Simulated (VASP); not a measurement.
A run of VASP 6.6.1:

POSCAR

```
Al2Ru
1.0
    0.0000000000      3.7900316501      4.1718819299
    2.2356935156      0.0000000000      4.1718819299
    2.2356935156      3.7900316501      0.0000000000
Al Ru
4 2
Direct
    0.0790459565      0.4209540435      0.0790459565
    0.4209540435      0.0790459565      0.4209540435
    0.1709540435      0.8290459565      0.1709540435
    0.8290459565      0.1709540435      0.8290459565
    0.7500000000      0.7500000000      0.7500000000
    0.5000000000      0.5000000000      0.5000000000
```

Contents of INCAR.step1:

```
SYSTEM = Al2Ru
ALGO = Normal ; EDIFF = 1E-4
ENCUT = 520 ; GGA = PE
ISMEAR = 0 ; LASPH = .TRUE.
LCHARG = .FALSE. ; LREAL = .FALSE.
LWAVE = .TRUE. ; NBANDS = 29
NELM = 100 ; PREC = Accurate
SIGMA = 0.03
```

Contents of INCAR.step2:

```
SYSTEM = Al2Ru
ALGO = Normal ; EDIFF = 1E-6
ENCUT = 520 ; ISIF = 2
ISMEAR = 0 ; ISTART = 1
LASPH = .TRUE. ; LCHARG = .FALSE.
LMIXTAU = .TRUE. ; LREAL = .FALSE.
LWAVE = .FALSE. ; METAGGA = R2SCAN
NBANDS = 29 ; NELM = 100
PREC = Accurate ; SIGMA = 0.03
```

Contents of KPOINTS:

```
k-points
0
G
  10 10 10
  0 0 0
```

Potentials or basis: VASP PAW PBE potentials, release 64 (Al, Ru_pv).

Command:

```bash
$ cat potpaw_PBE.64/Al/POTCAR potpaw_PBE.64/Ru_pv/POTCAR > POTCAR
$ cp INCAR.step1 INCAR
$ mpirun -np 1 vasp_std > vasp.out
$ cp INCAR.step2 INCAR
$ mpirun -np 1 vasp_std > vasp.out
```

Hardware: 1 thread of Intel(R) Xeon(R) 6975P-C (Granite Rapids), on a shared host.

**Question.** How long does it take, and how much memory?

**Answer.** It took 11 min on 1 thread of Intel(R) Xeon(R) 6975P-C (Granite Rapids) (shared host), peak memory 0.43 GiB. Counts: k points 171.
